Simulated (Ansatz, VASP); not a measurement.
## One calculation of ZnS, two programs

```
Zn S
1.0
    -0.28552    2.56969    2.56969
     2.56969   -0.28552    2.56969
     2.56969    2.56969   -0.28552
Zn S
1 1
Direct
  0.00000 0.00000 0.00000
  0.75000 0.75000 0.75000
```

Alike in both runs: task single point; functional LDA; k mesh 10 × 10 × 10; occupations gaussian, width 0.05 eV; no spin polarisation.

```csv
,VASP,Ansatz
version,VASP 6.6.1,Ansatz 0.2.0
potentials or method,"VASP PAW LDA potentials, release 64 (Zn, S), cutoff 520 eV","scalar-relativistic, plane waves, PAW"
valence electrons in the cell,18,18
```

```csv
,VASP,Ansatz,Ansatz less VASP
gap on the k mesh at the Fermi level (eV),1.53,1.51,-0.023
least direct gap on the mesh (eV),1.53,1.51,-0.023
pressure (GPa),-0.9,-1.1,-0.22
"traceless stress, the component that is largest in VASP (GPa)",8.88,8.83,-0.058
rms of the force components (eV/Å),1.019,1.006,-0.0129
```

LDA's correlation is that of Perdew and Zunger in VASP and of Perdew and Wang (1992) in Ansatz. Atom by atom the forces differ by 0.013 eV/Å (rms over components).
